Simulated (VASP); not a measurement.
Set up this calculation in VASP 6.6.1, as the native input.

| Property | Result |
| --- | --- |
| Task | relaxation of cell and atoms |
| Functional | PBE |
| Potentials or basis | VASP PAW PBE potentials, release 64 (Se) |
| Cutoff | 600 eV |
| k mesh | 6 × 6 × 2 |
| Occupations | gaussian, width 0.1 eV |
| Spin | no spin polarisation |
| Dipole correction | no |
| Further INCAR settings | ALGO = Normal; EDIFF = 1e-06; IBRION = 2; EDIFFG = -0.04; NSW = 90; ISIF = 3 |

The structure of Se lies in POSCAR:

```
Se
1.0
    3.6415298047      0.0000000000      0.0000000000
   -1.8207649024      3.1536573195      0.0000000000
    0.0000000000      0.0000000000     10.0105260254
Se
4
Direct
    0.0000000000      0.0000000000      0.0000000000
    0.0000000000      0.0000000000      0.5000000000
    0.3333333333      0.6666666667      0.0050000000
    0.6666666667      0.3333333333      0.5050000000
```

These files were run (other wordings do the same):

INCAR

```
ALGO     = Normal         # electronic algorithm
EDIFF    = 1E-6           # SCF threshold, eV
EDIFFG   = -0.04          # ionic threshold
ENCUT    = 600            # plane-wave cutoff, eV
GGA      = PE             # functional
IBRION   = 2              # ionic algorithm
ISIF     = 3              # what is computed and relaxed
ISMEAR   = 0              # smearing method
LASPH    = T              # aspherical terms in the spheres
LCHARG   = F              # write CHGCAR
LREAL    = F              # projectors in reciprocal space
LWAVE    = F              # write WAVECAR
NELM     = 100            # most SCF steps
NSW      = 90             # ionic steps
PREC     = Accurate       # precision mode
SIGMA    = 0.1            # smearing width, eV
```

KPOINTS

```
k-points
0
Gamma
  6 6 2
```

Potentials or basis: VASP PAW PBE potentials, release 64 (Se).

Run with:

```bash
$ cat potpaw_PBE.64/Se/POTCAR > POTCAR
$ mpirun -np 1 vasp_std > vasp.out
```

It gave:

```json
{
  "Relaxed volume": "39.59 Å³/atom",
  "Relaxed cell": "a = 4.304 Å, b = 4.304 Å, c = 9.873 Å, α = 90.00°, β = 90.00°, γ = 120.00°",
  "Space group after relaxing (to 0.1 Å)": "P6_3mc (No. 186)",
  "Energy gained by relaxing": "2318.8 meV/atom",
  "Ionic steps": "22",
  "Pressure after relaxing": "0.0 GPa",
  "Largest force after relaxing": "0.010 eV/Å"
}
```

Caveat: the volume moved by over 15 % at a fixed basis, so the end points are rough; the highest band is partly filled, so the run has too few bands; this functional lacks dispersion, which binds layers or chains, so the pressure and a relaxed spacing across them are unreliable.

Wall time 12 min on 1 thread of AMD EPYC 7R13 (shared host), peak memory 0.23 GiB.
